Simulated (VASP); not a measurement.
SnO2: dielectric tensor with r2SCAN

Crystal: SnO2.

```
Sn O
1.0
     4.76058    0.00000    0.00000
     0.00000    4.76058    0.00000
     0.00000    0.00000    3.20008
Sn O
2 4
Direct
  0.00000 0.00000 0.00000
  0.50000 0.50000 0.50000
  0.30588 0.30588 0.00000
  0.19412 0.80588 0.50000
  0.80588 0.19412 0.50000
  0.69412 0.69412 0.00000
```

| Quantity | Value |
| --- | --- |
| Program | VASP 6.6.1 |
| Task | dielectric tensor |
| Functional | r2SCAN |
| Potentials or basis | VASP PAW PBE potentials, release 64 (Sn_d, O) |
| Cutoff | 520 eV |
| k mesh | 4 × 4 × 6 |
| Occupations | gaussian, width 0.01 eV |
| Spin | no spin polarisation |
| Dipole correction | no |
| Further INCAR settings | ALGO = Normal; EDIFF = 1e-08 |

```yaml
Band_gap_on_the_k_mesh: 1.79 eV
Electronic_dielectric_tensor_diagonal: 3.87, 3.87, 4.20
Born_charges_mean_of_the_diagonal: Sn +4.20; O -2.10 e
```

Levels at points of the mesh, in eV from the valence-band top:
```
           k point  band 22  band 23  band 24  band 25  band 26  band 27  band 28  band 29  band 30  band 31
(0.00, 0.00, 0.00)    -1.22    -1.22    -0.78    -0.78     0.00     1.79     6.82     7.05     7.05    11.10
(0.50, 0.00, 0.00)    -1.97    -1.17    -1.17    -0.62    -0.62     5.00     5.00     7.81     7.81    11.89
(0.50, 0.50, 0.00)    -1.96    -1.30    -1.30    -0.92    -0.92     5.45     5.45     8.22     8.22    11.92
(0.00, 0.00, 0.50)    -2.59    -1.67    -1.67    -1.27    -1.27     6.87     6.87    10.53    10.53    11.56
(0.50, 0.00, 0.50)    -1.73    -1.11    -1.11    -0.69    -0.69     7.15     7.15     8.85     8.85    11.93
(0.50, 0.50, 0.50)    -2.35    -0.96    -0.96    -0.85    -0.85     5.52     5.52     9.65     9.65    11.91
```

Electronic dielectric tensor:
```
3.87 0.00 0.00
0.00 3.87 0.00
0.00 0.00 4.20
```

Born effective charge tensors (e):
atom 1, Sn
```
4.08 0.40 0.00
0.40 4.08 0.00
0.00 0.00 4.44
```
atom 2, Sn
```
 4.08 -0.40  0.00
-0.40  4.08  0.00
 0.00  0.00  4.44
```
atom 3, O
```
-2.04 -0.66  0.00
-0.66 -2.04  0.00
 0.00  0.00 -2.22
```
atom 4, O
```
-2.04  0.66  0.00
 0.66 -2.04  0.00
 0.00  0.00 -2.22
```
atom 5, O
```
-2.04  0.66  0.00
 0.66 -2.04  0.00
 0.00  0.00 -2.22
```
atom 6, O
```
-2.04 -0.66  0.00
-0.66 -2.04  0.00
 0.00  0.00 -2.22
```

Dipole moments of the cell (e·Å, modulo the quantum): ionic -33.324, -33.324, -41.601; electronic 4.761, 4.761, -3.187

It took 75 min on 1 thread of Oxide Virtual Turin-like Processor, with other jobs on the host, peak memory 0.4 GiB.

Caveat: spin-orbit coupling is left out, which moves the levels of the heavy elements.
